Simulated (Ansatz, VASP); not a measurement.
## Hg: VASP beside Ansatz

```
Hg
1.0
     3.46400    0.00000    0.00000
    -1.73200    2.99991    0.00000
     0.00000    0.00000    5.12760
Hg
2
Direct
  0.66667 0.33333 0.75000
  0.33333 0.66667 0.25000
```

Alike in both runs: task single point; functional PBE; dispersion D3(BJ); k mesh 15 × 15 × 8; occupations gaussian, width 0.15 eV; no spin polarisation.

|  | VASP | Ansatz |
| --- | --- | --- |
| version | VASP 6.6.1 | Ansatz 0.2.0 |
| potentials or method | VASP PAW PBE potentials, release 64 (Hg), cutoff 520 eV | scalar-relativistic, plane waves, PAW |
| valence electrons in the cell | 24 | 40 |

|  | VASP | Ansatz | Ansatz less VASP |
| --- | --- | --- | --- |
| gap on the k mesh at the Fermi level (eV) | none | none | - |
| pressure (GPa) | -0.3 | -0.5 | -0.17 |
| traceless stress, the component that is largest in VASP (GPa) | 0.42 | 0.37 | -0.053 |

A gap of «none» marks a metal or a gap that the smearing closes. VASP's potentials hold 24 valence electrons a cell and Ansatz's 40, so a difference there can come from the potentials and not from the codes.

Spin-orbit coupling is off throughout.
